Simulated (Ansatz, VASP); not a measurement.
**MgAu: VASP beside Ansatz**

The input INCAR:

```
ALGO     = Normal         # electronic algorithm
EDIFF    = 1E-6           # SCF threshold, eV
ENCUT    = 520            # plane-wave cutoff, eV
GGA      = CA             # functional
ISIF     = 2              # what is computed and relaxed
ISMEAR   = 1              # smearing method
LASPH    = T              # aspherical terms in the spheres
LCHARG   = F              # write CHGCAR
LREAL    = F              # projectors in reciprocal space
LWAVE    = F              # write WAVECAR
NBANDS   = 14             # bands
NELM     = 100            # most SCF steps
PREC     = Accurate       # precision mode
SIGMA    = 0.1            # smearing width, eV
```

The input KPOINTS:

```
k-points
0
Gamma
  9 9 9
```

POSCAR

```
MgAu
1.0
    3.2371268577      0.0000000000      0.0000000000
    0.0000000000      3.2371268577      0.0000000000
    0.0000000000      0.0000000000      3.2371268577
Mg Au
1 1
Direct
    0.5000000000      0.5000000000      0.5000000000
    0.0000000000      0.0000000000      0.0000000000
```

Input for Ansatz:

```yaml
crystal:
  lattice:
    - [3.2371268577280365, 0.0, 0.0]
    - [0.0, 3.2371268577280365, 0.0]
    - [0.0, 0.0, 3.2371268577280365]
  atoms:
    - { symbol: Mg, position: [0.5, 0.5, 0.5] }
    - { symbol: Au, position: [0.0, 0.0, 0.0] }
accuracy: medium
basis:
  ecutwfc: 470.0
  ecutrho_ratio: 8
kpoints:
  mp_grid:
    grid: [9, 9, 9]
hamiltonian:
  xc: lda
scf:
  convergence:
    dr2_threshold: 1.0e-09
  mixing:
    algorithm: broyden
    beta: 0.1
  occupations:
    method: methfessel_paxton
  eigensolver:
    kind: davidson
output:
  stress: true
```

Alike in both runs: task single point; functional LDA; k mesh 9 × 9 × 9; no spin polarisation.

```csv
,VASP,Ansatz
version,VASP 6.6.1,Ansatz 0.2.0
potentials or method,"VASP PAW LDA potentials, release 64 (Mg, Au), cutoff 520 eV","plane waves, PAW"
occupations,"methfessel-paxton of order 1, width 0.1 eV",methfessel-paxton of order 1
valence electrons in the cell,13,29
```

|  | VASP | Ansatz | Ansatz less VASP |
| --- | --- | --- | --- |
| pressure (GPa) | -2.1 | -1.7 | +0.36 |

LDA's correlation is that of Perdew and Zunger in VASP and of Perdew and Wang (1992) in Ansatz. VASP's potentials hold 13 valence electrons a cell and Ansatz's 29, so a difference there can come from the potentials and not from the codes. Ansatz's warnings: stress scf threshold loose.

Neither program's run includes spin-orbit coupling.
